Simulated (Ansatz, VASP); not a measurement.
# Cr: VASP beside Ansatz

```xyz
1
Lattice="0.0000 1.8005 1.8005 1.8005 0.0000 1.8005 1.8005 1.8005 0.0000" Properties=species:S:1:pos:R:3 pbc="T T T"
Cr    0.0000    0.0000    0.0000
```

Alike in both runs: task single point; functional RPBE; k mesh 17 × 17 × 17; occupations fermi-dirac, width 0.1 eV; no spin polarisation.

|  | VASP | Ansatz |
| --- | --- | --- |
| version | VASP 6.6.1 | Ansatz 0.2.0 |
| potentials or method | VASP PAW PBE potentials, release 64 (Cr_pv), cutoff 520 eV | plane waves (420 eV) with PAW, scalar-relativistic |
| valence electrons in the cell | 12 | 14 |

|  | VASP | Ansatz | Ansatz less VASP |
| --- | --- | --- | --- |
| pressure (GPa) | 9.4 | 9.8 | +0.43 |

VASP's potentials were made for PBE, not for RPBE. VASP's potentials hold 12 valence electrons a cell and Ansatz's 14, so a difference there can come from the potentials and not from the codes.
